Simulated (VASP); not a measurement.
Input of a VASP 6.6.1 run:

Contents of INCAR:

```
PREC     = Accurate       # precision mode
ENCUT    = 600            # plane-wave cutoff, eV
EDIFF    = 1E-6           # SCF threshold, eV
ISMEAR   = -1             # smearing method
SIGMA    = 0.05           # smearing width, eV
LREAL    = F              # projectors in reciprocal space
LASPH    = T              # aspherical terms in the spheres
NELM     = 200            # most SCF steps
ALGO     = Normal         # electronic algorithm
ISIF     = 2              # what is computed and relaxed
LWAVE    = F              # write WAVECAR
LCHARG   = T              # write CHGCAR
ISPIN    = 2              # spin polarisation
MAGMOM   = 0 0 3 3 3 3    # initial moments
LORBIT   = 11             # projections on sites
LMAXMIX  = 4              # l up to which the mixer works
GGA      = PS             # functional
LELF     = T              # ELF
LVHAR    = T            
NBANDS   = 43             # bands
GGA_COMPAT= F
```

Contents of KPOINTS:

```
regular mesh
0
Gamma
  6 6 5
```

POSCAR

```
Fe2Ge
1.0
    4.1328681392      0.0000000000      0.0000000000
   -2.0664340696      3.5791687991      0.0000000000
    0.0000000000      0.0000000000      5.0087520000
Ge Fe
2 4
Direct
    0.3333333333      0.6666666667      0.7500000000
    0.6666666667      0.3333333333      0.2500000000
    0.3333333333      0.6666666667      0.2500000000
    0.6666666667      0.3333333333      0.7500000000
    0.0000000000      0.0000000000      0.5000000000
    0.0000000000      0.0000000000      0.0000000000
```

Potentials or basis: VASP PAW PBE potentials, release 64 (Ge_d, Fe).

Launch:

```bash
$ cat potpaw_PBE.64/Ge_d/POTCAR potpaw_PBE.64/Fe/POTCAR > POTCAR
$ mpirun -np 1 vasp_std > vasp.out
```

(1) What does it give for the net moment?

(2) Predict the pressure.

(3) Estimate the band gap on the k mesh.

Results:

(1) 8.02 μB per cell.

(2) -7.8 GPa.

(3) zero (filled and empty bands overlap).

Caveat: the cell stands under tension; the PAW data sets were made with another functional, which shifts forces and pressure a little.
